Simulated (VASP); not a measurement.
Wanted: the native input for a VASP 6.6.1 run.

```yaml
Task: single point
Functional: HF
Potentials_or_basis: VASP PAW PBE potentials, release 64 (Ga_d, P)
Cutoff: 520 eV
k_mesh: 4 × 4 × 4
Occupations: fermi-dirac, width 0.05 eV
Spin: no spin polarisation
Dipole_correction: no
Grid_for_exact_exchange_PRECFOCK: Normal
Further_INCAR_settings: ALGO = Normal; EDIFF = 1e-06; NBANDS = 16
```

The system is GaP.

```xyz
2
Lattice="0.0000 2.7787 2.7787 2.7787 0.0000 2.7787 2.7787 2.7787 0.0000" Properties=species:S:1:pos:R:3 pbc="T T T"
Ga    0.0000    0.0000    0.0000
P     4.1680    4.1680    4.1680
```

One way to write it, as run:

POSCAR

```
GaP
1.0
    0.0000000000      2.7786998443      2.7786998443
    2.7786998443      0.0000000000      2.7786998443
    2.7786998443      2.7786998443      0.0000000000
Ga P
1 1
Direct
    0.0000000000      0.0000000000      0.0000000000
    0.7500000000      0.7500000000      0.7500000000
```

INCAR.step1

```
PREC = Accurate
ENCUT = 520
EDIFF = 1E-5
ISMEAR = -1
SIGMA = 0.05
LREAL = False
LASPH = True
NELM = 80
ALGO = Normal
ISIF = 2
LWAVE = True
LCHARG = False
GGA = PE
NBANDS = 16
```

INCAR.step2

```
PREC = Accurate
ENCUT = 520
EDIFF = 1E-6
ISMEAR = -1
SIGMA = 0.05
LREAL = False
LASPH = True
NELM = 80
ALGO = Normal
ISIF = 2
LWAVE = False
LCHARG = False
GGA = PE
LHFCALC = True
AEXX = 1.0
ALDAC = 0.0
AGGAC = 0.0
PRECFOCK = Normal
ISTART = 1
NBANDS = 16
```

KPOINTS

```
regular mesh
0
Gamma
  4 4 4
```

Potentials or basis: VASP PAW PBE potentials, release 64 (Ga_d, P).

The run is started by

```sh
$ cat potpaw_PBE.64/Ga_d/POTCAR potpaw_PBE.64/P/POTCAR > POTCAR
$ cp INCAR.step1 INCAR
$ mpirun -np 1 vasp_std > vasp.out
$ cp INCAR.step2 INCAR
$ mpirun -np 1 vasp_std > vasp.out
```

It gave:

The pressure is -0.8 GPa and the band gap on the k mesh is 7.93 eV, indirect (least direct gap 8.78 eV).

Caveat: the k points lie up to 0.49 Å⁻¹ apart; the PAW data sets were made with another functional, which shifts forces and pressure a little.

Run time: 6.2 min on 1 thread of Intel(R) Xeon(R) Platinum 8488C (Sapphire Rapids), on a shared host, peak memory 0.17 GiB.
